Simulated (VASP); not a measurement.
# PtSe2 (Sudovikovite) (P-3m1) in VASP: notebook

Runs on PtSe2 (Sudovikovite). Level: r2SCAN. Tasks: relaxation of cell and atoms, single point.

All numbers are computed with VASP 6.6.1; they aren't measurements. Logs are shortened: lines on timing, memory, paths and dates and some standing lists are left out, and cuts for length are marked.

### 1 The cell of the first run

It takes space group P-3m1 (No. 164, trigonal). Conventional cell: a = 3.718 Å, b = 3.718 Å, c = 5.816 Å, α = 90.00°, β = 90.00°, γ = 120.00°. Pt (site symmetry -3m) has 6 Se at 2.52 Å within 3.3 Å. Se (site symmetry 3m) has 3 Pt at 2.52 Å within 3.3 Å.

### 2 Relaxation of cell and atoms, r2SCAN

The input, POSCAR:

```
PtSe2
1.0
    3.7177548361      0.0000000000      0.0000000000
   -1.8588774181      3.2196701331      0.0000000000
    0.0000000000      0.0000000000      5.8155467718
Pt Se
1 2
Direct
    0.0000000000      0.0000000000      0.0000000000
    0.3333333333      0.6666666667      0.2254163897
    0.6666666667      0.3333333333      0.7745836103
```

The input, INCAR.step1:

```
PREC = Accurate
ENCUT = 600
ISMEAR = 0
SIGMA = 0.02
LREAL = False
LASPH = True
NELM = 100
GGA = PE
ALGO = Normal
EDIFF = 1E-4
LWAVE = True
LCHARG = False
```

The input, INCAR.step2:

```
PREC = Accurate
ENCUT = 600
EDIFF = 1E-6
ISMEAR = 0
SIGMA = 0.02
LREAL = False
LASPH = True
NELM = 100
ALGO = Normal
ISIF = 3
LWAVE = False
LCHARG = False
METAGGA = R2SCAN
LMIXTAU = True
IBRION = 2
NSW = 100
EDIFFG = -0.005
ISTART = 1
```

The input, KPOINTS:

```
regular mesh
0
Gamma
  12 12 6
```

Potentials or basis: VASP PAW PBE potentials, release 64 (Pt, Se).

Command:

```
$ cat potpaw_PBE.64/Pt/POTCAR potpaw_PBE.64/Se/POTCAR > POTCAR
$ cp INCAR.step1 INCAR
$ mpirun -np 1 vasp_std > vasp.out
$ cp INCAR.step2 INCAR
$ mpirun -np 1 vasp_std > vasp.out
```

OUTCAR:

```text
PREC = Accurate
   ENCUT = 600
   EDIFF = 1E-6
   ISMEAR = 0
   LREAL = False
   LASPH = True
   NELM = 100
   ISIF = 3
   METAGGA = R2SCAN
   IBRION = 2
   NSW = 100
   EDIFFG = -0.005
   ISTART = 1

 ion  position               nearest neighbor table
   1  0.000  0.000  0.000-   2 2.52   3 2.52   3 2.52   2 2.52   3 2.52   2 2.52
   2  0.333  0.667  0.225-   1 2.52   1 2.52   1 2.52
   3  0.667  0.333  0.775-   1 2.52   1 2.52   1 2.52

  LATTYP: Found a hexagonal cell.
 ALAT       =     3.7177548361
 C/A-ratio  =     1.5642631180

  Lattice vectors:

 A1 = (   3.7177548361,   0.0000000000,   0.0000000000)
 A2 = (  -1.8588774181,   3.2196701331,   0.0000000000)
 A3 = (   0.0000000000,   0.0000000000,   5.8155467718)

Analysis of symmetry for initial positions (statically):
=====================================================================
 Subroutine PRICEL returns:
 Original cell was already a primitive cell.

 Routine SETGRP: Setting up the symmetry group for a
 hexagonal supercell.

 Subroutine GETGRP returns: Found 12 space group operations
 (whereof 12 operations were pure point group operations)
 out of a pool of 24 trial point group operations.

The static configuration has the point symmetry D_3d.

Analysis of symmetry for dynamics (positions and initial velocities):
=====================================================================
 Subroutine PRICEL returns:
 Original cell was already a primitive cell.

 Routine SETGRP: Setting up the symmetry group for a
 hexagonal supercell.

 Subroutine GETGRP returns: Found 12 space group operations
 (whereof 12 operations were pure point group operations)
 out of a pool of 24 trial point group operations.

The dynamic configuration has the point symmetry D_3d.

 Subroutine INISYM returns: Found 12 space group operations
 (whereof 12 operations are pure point group operations),
 and found     1 'primitive' translations

----------------------------------------------------------------------------------------

                                     Primitive cell

  volume of cell :      69.6118

  direct lattice vectors                    reciprocal lattice vectors
     3.717754836  0.000000000  0.000000000     0.268979544  0.155295412  0.000000000
    -1.858877418  3.219670133  0.000000000     0.000000000  0.310590824  0.000000000
[... 103 lines left out ...]
   EFERMI_NEDOS =   21; number of points for ismear=-14 and -15
   IALGO  =     38    algorithm
   IMIX   =      4    mixing-type and parameters
     AMIX     =   0.40;   BMIX     =  1.00
     AMIX_MAG =   1.60;   BMIX_MAG =  1.00
  volume/ion in A,a.u.               =      23.20       156.59
  Fermi-wavevector in a.u.,A,eV,Ry     =   1.115120  2.107271 16.918736  1.243492
  Thomas-Fermi vector in A             =   2.251721
   LORBIT       =      0    0 simple, 1 ext, 2 COOP (PROOUT), +10 PAW based schemes
   METAGGA = R2SCAN    functional components
   LHFCALC =     F    Hartree Fock is set to
   AEXX    =    0.0000 exact exchange contribution
   IVDW    =     0    specifies the selected vdW correction
   LEPSILON=     F    determine dielectric tensor
   LRPA    =     F    only Hartree local field effects (RPA)
 conjugate gradient relaxation of ions
 non-spin polarized calculation
 Gauss-broadening in eV      SIGMA  =   0.02
  energy-cutoff  :      600.00
  volume of cell :       69.61
 maximum number of plane-waves:      2376
 NGX is ok and might be reduce to    30
   NGX = 15   NGY = 15   NGZ = 23

--------------------------------------- Ionic step        1  -------------------------------------------

 number of electron      21.9999998 magnetization

 Free energy of the ion-electron system (eV)
  ---------------------------------------------------
  ext. energy  EPLUGINS =         0.00000000
  ---------------------------------------------------
  free energy    TOTEN  =       -81.49857240 eV

  energy without entropy =      -81.49857240  energy(sigma->0) =      -81.49857240

------------------------ aborting loop because EDIFF is reached ----------------------------------------

  FORCE on cell =-STRESS in cart. coord.  units (eV):
  Direction    XX          YY          ZZ          XY          YZ          ZX
  --------------------------------------------------------------------------------------
  -------------------------------------------------------------------------------------
  Total        0.0420833      0.0420833      0.0270726     -0.0000000      0.0000000      0.0000000
  in kB        0.9685845      0.9685845      0.6231005     -0.0000000      0.0000000      0.0000000
  external PRESSURE =       0.8534232 kB  Pullay stress =       0.0000000 kB
[... 61 lines left out ...]
--------------------------------------- Ionic step        3  -------------------------------------------

 number of electron      21.9999998 magnetization

 Free energy of the ion-electron system (eV)
  ---------------------------------------------------
  ext. energy  EPLUGINS =         0.00000000
  ---------------------------------------------------
  free energy    TOTEN  =       -81.49858374 eV

  energy without entropy =      -81.49858374  energy(sigma->0) =      -81.49858374

 E-fermi :   4.4639     XC(G=0): -10.3855

 val. band max:        4.3325397370   @ k =   0.0833   0.0000   0.0000
 cond. band min:       4.8970076241   @ k =   0.0000   0.2500   0.3333
 fundamental gap:      0.5644678871
 Fermi energy:         4.4639210219

 k-point     1 :       0.0000    0.0000    0.0000
  band No.  band energies     occupation
      1     -10.9739      2.00000
      2      -8.8235      2.00000
      3      -2.0446      2.00000
      4      -1.6106      2.00000
      5      -1.6106      2.00000
      6       0.6924      2.00000
      7       0.6924      2.00000
      8       2.1225      2.00000
      9       3.7123      2.00000
     10       3.7123      2.00000
     11       4.2981      2.00000
     12       6.6977      0.00000
     13       6.6977      0.00000
     14       9.1331      0.00000
[... 401 lines left out ...]
      2      -8.9432      2.00000
      3      -1.7893      2.00000
      4      -1.4380      2.00000
      5      -1.3289      2.00000
      6       0.1862      2.00000
      7       0.5186      2.00000
      8       1.5892      2.00000
      9       3.1075      2.00000
     10       3.6390      2.00000
     11       4.3011      2.00000
     12       5.5878      0.00000
     13       6.3634      0.00000
     14      10.2055      0.00000
     15      10.7394      0.00000

 [... further k-points ...]
[... 5 lines left out ...]
  --------------------------------------------------------------------------------------
  -------------------------------------------------------------------------------------
  Total        0.0061546      0.0061546      0.0012296     -0.0000000      0.0000000      0.0000000
  in kB        0.1415736      0.1415736      0.0282842     -0.0000000      0.0000000      0.0000000
  external PRESSURE =       0.1038105 kB  Pullay stress =       0.0000000 kB
[... 18 lines left out ...]
  FREE ENERGIE OF THE ION-ELECTRON SYSTEM (eV)
  ---------------------------------------------------
  free  energy   TOTEN  =       -81.4985837440 eV

  energy  without entropy=      -81.4985837440  energy(sigma->0) =      -81.49858374

 reached required accuracy - stopping structural energy minimisation
```

Wall time 7.8 min (1 thread of Intel Xeon 6975P-C (Granite Rapids), shared host); peak memory 0.32 GiB.

What came out:

| Item | Value |
| --- | --- |
| Free energy | -81.4986 eV |
| Relaxed volume | 23.22 Å³/atom |
| Relaxed cell | a = 3.719 Å, b = 3.719 Å, c = 5.816 Å, α = 90.00°, β = 90.00°, γ = 120.00° |
| Space group after relaxing (to 0.05 Å) | P-3m1 (No. 164) |
| Energy gained by relaxing | 0.0 meV/atom |
| Ionic steps | 3 |
| Pressure after relaxing | 0.0 GPa |
| Band gap on the k mesh | 0.56 eV, indirect (least direct gap 0.94 eV) |

Final structure:
```xyz
3
Lattice="3.7185 0.0000 0.0000 -1.8593 3.2204 0.0000 0.0000 0.0000 5.8163" Properties=species:S:1:pos:R:3 pbc="T T T"
Pt    0.0000    0.0000    5.8163
Se    0.0000    2.1469    1.3112
Se    1.8593    1.0735    4.5051
```

Caveat: the PAW data sets were made with another functional, which shifts forces and pressure a little; spin-orbit coupling is left out, which moves the levels of the heavy elements. A k mesh can miss the band edges.

### 3 Single point, r2SCAN

POSCAR is that of step 2.

The input, INCAR.step1:

```
PREC = Accurate ; ENCUT = 520
ISMEAR = 0 ; SIGMA = 0.1
LREAL = False ; LASPH = True
NELM = 100 ; NBANDS = 18
GGA = PE ; ALGO = Normal
EDIFF = 1E-4 ; LWAVE = True
LCHARG = False
```

The input, INCAR.step2:

```
PREC = Accurate ; ENCUT = 520
EDIFF = 1E-6 ; ISMEAR = 0
SIGMA = 0.1 ; LREAL = False
LASPH = True ; NELM = 100
ALGO = Normal ; ISIF = 2
LWAVE = False ; LCHARG = True
METAGGA = R2SCAN ; LMIXTAU = True
LELF = True ; LVHAR = True
NBANDS = 18 ; ISTART = 1
```

The input, KPOINTS:

```
regular mesh
0
Gamma
  15 15 8
```

Potentials or basis: VASP PAW PBE potentials, release 64 (Pt, Se).

Command:

```
$ cat potpaw_PBE.64/Pt/POTCAR potpaw_PBE.64/Se/POTCAR > POTCAR
$ cp INCAR.step1 INCAR
$ mpirun -np 1 vasp_std > vasp.out
$ cp INCAR.step2 INCAR
$ mpirun -np 1 vasp_std > vasp.out
```

Wall time 14 min (1 thread of Intel Xeon Platinum 8259CL at 2.50GHz (Skylake/Cascade Lake), shared host); peak memory 0.37 GiB.

It converged, with:

- Free energy: -81.4981 eV
- Pressure: 0.1 GPa
- Largest force: 0.010 eV/Å
- Band gap on the k mesh: 0.59 eV, indirect (least direct gap 0.93 eV)

Forces in eV/Å, atoms in the order of the input:
```
Pt   0.000  0.000  0.000
Se   0.000  0.000  0.010
Se   0.000  0.000 -0.010
```

Levels at points of the mesh, in eV from the valence-band top:
```
           k point  band 7  band 8  band 9  band 10  band 11  band 12  band 13  band 14  band 15  band 16
(0.00, 0.00, 0.00)   -3.65   -2.22   -0.63    -0.63    -0.04     2.36     2.36     4.80     5.20     8.33
(0.00, 0.00, 0.50)   -3.65   -2.18   -1.56    -0.75    -0.75     2.63     2.63     5.57     6.63     8.11
```

Caveat: the PAW data sets were made with another functional, which shifts forces and pressure a little; spin-orbit coupling is left out, which moves the levels of the heavy elements. A k mesh can miss the band edges.
